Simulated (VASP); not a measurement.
**K: single point with PBE+D4**

K:

```
CELL_PARAMETERS angstrom
-2.60491 2.60491 2.60491
2.60491 -2.60491 2.60491
2.60491 2.60491 -2.60491
ATOMIC_POSITIONS crystal
K 0.00000 0.00000 0.00000
```

* Program: VASP 6.6.1
* Task: single point
* Functional: PBE
* Dispersion: D4
* Potentials or basis: VASP PAW PBE potentials, release 64 (K_sv)
* Cutoff: 500 eV
* k mesh: 7 × 7 × 7
* Occupations: fermi-dirac, width 0.1 eV
* Spin: no spin polarisation

* Pressure: 0.0 GPa
* Band gap on the k mesh: zero (an odd number of electrons rules out a gap without spin polarisation)
* Dispersion energy per atom: -0.072 eV

Levels at points of the mesh, in eV from the Fermi level:
| k point | band 2 | band 3 | band 4 | band 5 | band 6 | band 7 | band 8 | band 9 |
| --- | --- | --- | --- | --- | --- | --- | --- | --- |
| (0.00, 0.00, 0.00) | -15.55 | -15.55 | -15.55 | -2.21 | 4.33 | 4.33 | 4.33 | 5.27 |

It took 13 s on 1 thread of Intel Xeon 8259CL, with other jobs on the host, peak memory 0.19 GiB.
